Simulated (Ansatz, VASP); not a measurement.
**One calculation of GaSb, two programs**

File INCAR:

```
ALGO     = Normal         # electronic algorithm
EDIFF    = 1E-6           # SCF threshold, eV
ENCUT    = 520            # plane-wave cutoff, eV
GGA      = PE             # functional
ISIF     = 2              # what is computed and relaxed
ISMEAR   = -1             # smearing method
LASPH    = True           # aspherical terms in the spheres
LCHARG   = False          # write CHGCAR
LREAL    = False          # projectors in reciprocal space
LWAVE    = False          # write WAVECAR
NBANDS   = 16             # bands
NELM     = 100            # most SCF steps
PREC     = Accurate       # precision mode
SIGMA    = 0.02           # smearing width, eV
```

Contents of KPOINTS:

```
k-points
0
Gamma
  8 8 8
```

The input POSCAR:

```
GaSb
1.0
    0.0000000000      3.1578551619      3.1578551619
    3.1578551619      0.0000000000      3.1578551619
    3.1578551619      3.1578551619      0.0000000000
Ga Sb
1 1
Direct
    0.0000000000      0.0000000000      0.0000000000
    0.2500000000      0.2500000000      0.2500000000
```

Input for Ansatz:

```yaml
crystal:
  lattice:
    - [0.0, 3.1578551619, 3.1578551619]
    - [3.1578551619, 0.0, 3.1578551619]
    - [3.1578551619, 3.1578551619, 0.0]
  atoms:
    - { symbol: Ga, position: [0.0, 0.0, 0.0] }
    - { symbol: Sb, position: [0.25, 0.25, 0.25] }
kpoints:
  mp_grid: { grid: [8, 8, 8] }
  band_path:
    path:
      - [0.0, 0.0, 0.0]
      - [-0.5, -0.5, 0.0]
      - [-0.375, -0.375, 0.25]
      - [-0.375, 0.0, 0.375]
      - [0.0, 0.0, 0.5]
      - [-0.5, -0.25, 0.25]
    npoints: 1
hamiltonian:
  xc: pbe
scf:
  occupations: { method: fermi_dirac, width: 0.02 }
  n_extra_bands: 4
output:
  forces: true
  stress: true
  eigenvalues: true
```

Change from the starting cell: hydrostatic strain +3.0%.

Alike in both runs: task single point; functional PBE; k mesh 8 × 8 × 8; occupations fermi-dirac, width 0.02 eV; no spin polarisation.

```csv
,VASP,Ansatz
version,VASP 6.6.1,Ansatz 0.2.0
potentials or method,"VASP PAW PBE potentials, release 64 (Ga_d, Sb)","plane waves, PAW"
plane-wave cutoff (eV),520,420
valence electrons in the cell,18,28
```

```tsv
	VASP	Ansatz	Ansatz less VASP
pressure (GPa)	-1.9	-1.9	-0.06
```

The functional is the same, so the differences come from potentials, cutoffs and numerics. VASP's potentials hold 18 valence electrons a cell and Ansatz's 28, so a difference there can come from the potentials and not from the codes.

Neither program's run includes spin-orbit coupling.
